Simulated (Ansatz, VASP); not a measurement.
Two plane-wave programs on AlN

```xyz
4
Lattice="3.3212 0.0000 0.0000 -1.6606 2.8762 0.0000 0.0000 0.0000 4.0158" Properties=species:S:1:pos:R:3 pbc="T T T"
Al    0.0000    1.9175    3.0118
Al    1.6606    0.9587    1.0039
N     0.0000    1.9175    1.0039
N     1.6606    0.9587    3.0118
```

Alike in both runs: task single point; functional PBEsol; k mesh 9 × 9 × 6; occupations gaussian, width 0.05 eV; no spin polarisation.

|  | VASP | Ansatz |
| --- | --- | --- |
| version | VASP 6.6.1 | Ansatz 0.2.0 |
| potentials or method | VASP PAW PBE potentials, release 64 (Al, N), cutoff 520 eV | scalar-relativistic, plane waves, PAW |
| valence electrons in the cell | 16 | 16 |

|  | VASP | Ansatz | Ansatz less VASP |
| --- | --- | --- | --- |
| gap on the k mesh at the Fermi level (eV) | 3.56 | 3.55 | -0.013 |
| least direct gap on the mesh (eV) | 3.56 | 3.55 | -0.013 |
| pressure (GPa) | 3.8 | 3.8 | -0.02 |
| traceless stress, the component that is largest in VASP (GPa) | 5.45 | 5.39 | -0.065 |

VASP's potentials were made for PBE, not for PBEsol, and Ansatz warns of the same on its side.
